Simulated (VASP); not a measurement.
Set up this calculation in VASP 6.6.1, as the native input.

```
Task                   : single point
Functional             : PBE
Potentials or basis    : VASP PAW PBE potentials, release 64 (Sb)
Cutoff                 : 520 eV
k mesh                 : 14 × 10 × 10
Occupations            : gaussian, width 0.1 eV
Spin                   : no spin polarisation
Dipole correction      : no
Further INCAR settings : ALGO = Normal; EDIFF = 1e-06; NBANDS = 12
```

The structure of Sb lies in POSCAR:

```
Sb
1.0
    3.1726872002      0.0000000000      0.0014370055
    0.0000000000      4.4843523481      0.0000000000
   -0.0077193390      0.0000000000      4.3272162095
Sb
2
Direct
    0.0000254613      0.7500000000      0.7499630618
    0.9999745387      0.2500000000      0.2500369382
```

This cell differs from its parent crystal: biaxial strain in the a-b plane: +2.0 %, then relaxed in part.

One way to write it, as run:

INCAR

```
SYSTEM = Sb
PREC     = Accurate       ! precision mode
ENCUT    = 520            ! plane-wave cutoff, eV
EDIFF    = 1E-6           ! SCF threshold, eV
ISMEAR   = 0              ! smearing method
SIGMA    = 0.1            ! smearing width, eV
LREAL    = .False.        ! projectors in reciprocal space
LASPH    = .True.         ! aspherical terms in the spheres
NELM     = 100            ! most SCF steps
ALGO     = Normal         ! electronic algorithm
ISIF     = 2              ! what is computed and relaxed
LWAVE    = .False.        ! write WAVECAR
LCHARG   = .False.        ! write CHGCAR
GGA      = PE             ! functional
NBANDS   = 12             ! bands
```

KPOINTS

```
Automatic mesh
0
Gamma
  14 10 10
  0 0 0
```

Potentials or basis: VASP PAW PBE potentials, release 64 (Sb).

Run with:

```bash
$ cat potpaw_PBE.64/Sb/POTCAR > POTCAR
$ mpirun -np 1 vasp_std > vasp.out
```

It gave:

- Pressure: -1.3 GPa
- Band gap on the k mesh: zero (band 5 reaches 11.57 eV, above the bottom of band 6 at 3.45 eV)

Caveat: the cell differs from its parent crystal (biaxial strain in the a-b plane: +2.0 %, then relaxed in part); spin-orbit coupling is left out, which moves the levels of the heavy elements.

Run time: 74 s on 1 thread of Intel(R) Xeon(R) Platinum 8488C (Sapphire Rapids) (shared host), peak memory 0.38 GiB.
